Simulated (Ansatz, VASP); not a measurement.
**Two plane-wave programs on Ba**

```xyz
2
Lattice="4.2080 0.0000 0.0000 -2.1040 3.6442 0.0000 0.0000 0.0000 6.8160" Properties=species:S:1:pos:R:3 pbc="T T T"
Ba    0.0000    2.4295    1.7040
Ba    2.1040    1.2147    5.1120
```

Change from the starting cell: volume scaled by 0.9, PAW files.

Alike in both runs: task single point; functional PBEsol; k mesh 10 × 10 × 6; occupations fermi-dirac, width 0.08 eV; no spin polarisation.

|  | VASP | Ansatz |
| --- | --- | --- |
| version | VASP 6.6.1 | Ansatz 0.2.0 |
| potentials or method | VASP PAW PBE potentials, release 64 (Ba_sv) | PAW with Ansatz's default frozen-core files, scalar-relativistic |
| plane-wave cutoff (eV) | 520 | 420 |
| valence electrons in the cell | 20 | 20 |

VASP gave:

```
pressure (GPa) : 1.1
```

Question: What did Ansatz give for the same quantities?

Answer: Pressure (GPa): 1.0.

VASP's potentials were made for PBE, not for PBEsol. With one functional, cell and mesh, what is left measures potentials, basis and numerics.

Spin-orbit coupling is off throughout.
